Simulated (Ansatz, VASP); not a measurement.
## One calculation of Si9O16, two programs

File INCAR:

```
SYSTEM = Si9O16
PREC = Accurate ; ENCUT = 520
EDIFF = 1E-6 ; ISMEAR = -1
SIGMA = 0.02 ; LREAL = Auto
LASPH = .True. ; NELM = 60
ALGO = Normal ; ISIF = 2
LWAVE = .False. ; LCHARG = .False.
GGA = PE ; IBRION = 2
NSW = 45 ; EDIFFG = -0.08
```

File KPOINTS:

```
regular mesh
0
Gamma
  2 2 2
  0 0 0
```

The input POSCAR:

```
Si9O16
1.0
   -4.1520000000     -4.1520000000      0.0000000000
    4.1520000000     -4.1520000000      0.0000000000
    0.0000000000      0.0000000000      5.3180000000
Si O
9 16
Direct
    0.5000000000      0.5000000000      0.0000000000
    0.0000000000      0.5000000000      0.2500000000
    0.5000000000      0.5000000000      0.5000000000
    0.0000000000      0.5000000000      0.7500000000
    0.0000000000      0.0000000000      0.0000000000
    0.5000000000      0.0000000000      0.2500000000
    0.0000000000      0.0000000000      0.5000000000
    0.5000000000      0.0000000000      0.7500000000
    0.2705563000      0.8576321000      0.7423460000
    0.1920000000      0.5000000000      0.0000000000
    0.0000000000      0.1920000000      0.2500000000
    0.8080000000      0.5000000000      0.0000000000
    0.0000000000      0.8080000000      0.2500000000
    0.1920000000      0.5000000000      0.5000000000
    0.0000000000      0.1920000000      0.7500000000
    0.8080000000      0.5000000000      0.5000000000
    0.0000000000      0.8080000000      0.7500000000
    0.6920000000      0.0000000000      0.0000000000
    0.5000000000      0.6920000000      0.2500000000
    0.3080000000      0.0000000000      0.0000000000
    0.5000000000      0.3080000000      0.2500000000
    0.6920000000      0.0000000000      0.5000000000
    0.5000000000      0.6920000000      0.7500000000
    0.3080000000      0.0000000000      0.5000000000
    0.5000000000      0.3080000000      0.7500000000
```

Input for Ansatz:

```yaml
accuracy: low
crystal:
  lattice:
    - [-4.152, -4.152, 0.0]
    - [4.152, -4.152, 0.0]
    - [0.0, 0.0, 5.318]
  atoms:
    - { symbol: Si, position: [0.5, 0.5, 0.0] }
    - { symbol: Si, position: [0.0, 0.5, 0.25] }
    - { symbol: O, position: [0.192, 0.5, 0.0] }
    - { symbol: O, position: [0.0, 0.192, 0.25] }
    - { symbol: O, position: [0.808, 0.5, 0.0] }
    - { symbol: O, position: [0.0, 0.808, 0.25] }
    - { symbol: Si, position: [0.5, 0.5, 0.5] }
    - { symbol: Si, position: [0.0, 0.5, 0.75] }
    - { symbol: O, position: [0.192, 0.5, 0.5] }
    - { symbol: O, position: [0.0, 0.192, 0.75] }
    - { symbol: O, position: [0.808, 0.5, 0.5] }
    - { symbol: O, position: [0.0, 0.808, 0.75] }
    - { symbol: Si, position: [0.0, 0.0, 0.0] }
    - { symbol: Si, position: [0.5, 0.0, 0.25] }
    - { symbol: O, position: [0.692, 0.0, 0.0] }
    - { symbol: O, position: [0.5, 0.692, 0.25] }
    - { symbol: O, position: [0.308, 0.0, 0.0] }
    - { symbol: O, position: [0.5, 0.308, 0.25] }
    - { symbol: Si, position: [0.0, 0.0, 0.5] }
    - { symbol: Si, position: [0.5, 0.0, 0.75] }
    - { symbol: O, position: [0.692, 0.0, 0.5] }
    - { symbol: O, position: [0.5, 0.692, 0.75] }
    - { symbol: O, position: [0.308, 0.0, 0.5] }
    - { symbol: O, position: [0.5, 0.308, 0.75] }
    - { symbol: Si, position: [0.2705563, 0.8576321, 0.742346] }
basis:
  ecutwfc: 420.0
kpoints:
  mp_grid: { grid: [2, 2, 2] }
hamiltonian:
  xc: pbe
  pseudopotentials: { kind: paw, azcp: { folder: soft_1 } }
scf:
  occupations: { method: fermi_dirac, width: 0.02 }
  lower_state_search: "off"
relax:
  f_tol: 0.08
  max_steps: 25
  adjacent_minimum: "off"
output:
  write_density: true
  write_potential: true
  elf: true
  volumetric_format: npy
```

Alike in both runs: task relaxation of the atoms; functional PBE; k mesh 2 × 2 × 2; occupations fermi-dirac, width 0.02 eV; no spin polarisation.

|  | VASP | Ansatz |
| --- | --- | --- |
| version | VASP 6.6.1 | Ansatz 0.2.0 |
| potentials or method | VASP PAW PBE potentials, release 64 (Si, O), cutoff 520 eV | scalar-relativistic, plane waves, PAW |
| valence electrons in the cell | 132 | 132 |

Ansatz gave:

* gap on the k mesh at the Fermi level, each at its own relaxed structure (eV): 2.51

Q: Which values does VASP return?

A: gap on the k mesh at the Fermi level, each at its own relaxed structure (eV): 2.44.

The k mesh is coarse, so the values compare programs but aren't converged.
